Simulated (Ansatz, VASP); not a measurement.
**HfN in VASP and in Ansatz**

File INCAR:

```
SYSTEM = HfN
PREC = Accurate ; ENCUT = 520
EDIFF = 1E-6 ; ISMEAR = 0
SIGMA = 0.15 ; LREAL = .FALSE.
LASPH = .TRUE. ; NELM = 60
ALGO = Normal ; ISIF = 2
LWAVE = .FALSE. ; LCHARG = .FALSE.
GGA = PS ; NBANDS = 14
```

KPOINTS

```
Automatic mesh
0
G
  16 16 16
  0 0 0
```

Contents of POSCAR:

```
HfN
1.0
    0.0000000000      2.4548220000      2.4548220000
    2.4548220000      0.0000000000      2.4548220000
    2.4548220000      2.4548220000      0.0000000000
Hf N
1 1
Direct
    0.0000000000      0.0000000000      0.0000000000
    0.6441643748      0.7852785417      0.7852785417
```

Input for Ansatz:

```yaml
crystal:
  lattice:
    - [0.0, 2.454822, 2.454822]
    - [2.454822, 0.0, 2.454822]
    - [2.454822, 2.454822, 0.0]
  atoms:
    - { symbol: Hf, position: [0.0, 0.0, 0.0] }
    - { symbol: "N", position: [0.6441643748, 0.7852785417, 0.7852785417] }
basis:
  ecutwfc: 420
kpoints:
  mp_grid: { grid: [16, 16, 16] }
hamiltonian:
  xc: pbesol
scf:
  occupations: { method: gaussian, width: 0.15 }
output:
  forces: true
  stress: true
  eigenvalues: true
  write_density: true
  write_potential: true
  elf: true
  volumetric_format: npy
```

Change from the starting cell: all N atoms moved +0.300 Å, as atom 2 towards its neighbour atom 1 (Hf) at 2.126 Å.

Alike in both runs: task single point; functional PBEsol; k mesh 16 × 16 × 16; occupations gaussian, width 0.15 eV; no spin polarisation.

```csv
,VASP,Ansatz
version,VASP 6.6.1,Ansatz 0.2.0
potentials or method,"VASP PAW PBE potentials, release 64 (Hf_pv, N), cutoff 520 eV","scalar-relativistic, plane waves, PAW"
valence electrons in the cell,15,31
```

|  | VASP | Ansatz | Ansatz less VASP |
| --- | --- | --- | --- |
| gap on the k mesh at the Fermi level (eV) | none | none | - |
| pressure (GPa) | 6.8 | 7.2 | +0.46 |
| traceless stress, the component that is largest in VASP (GPa) | -17.03 | -16.76 | +0.266 |
| rms of the force components (eV/Å) | 3.597 | 3.544 | -0.0530 |

VASP's potentials were made for PBE, not for PBEsol. Atom by atom the forces differ by 0.053 eV/Å (rms over components). A gap of «none» marks a metal or a gap that the smearing closes. VASP's potentials hold 15 valence electrons a cell and Ansatz's 31, so a difference there can come from the potentials and not from the codes.

Neither program's run includes spin-orbit coupling.
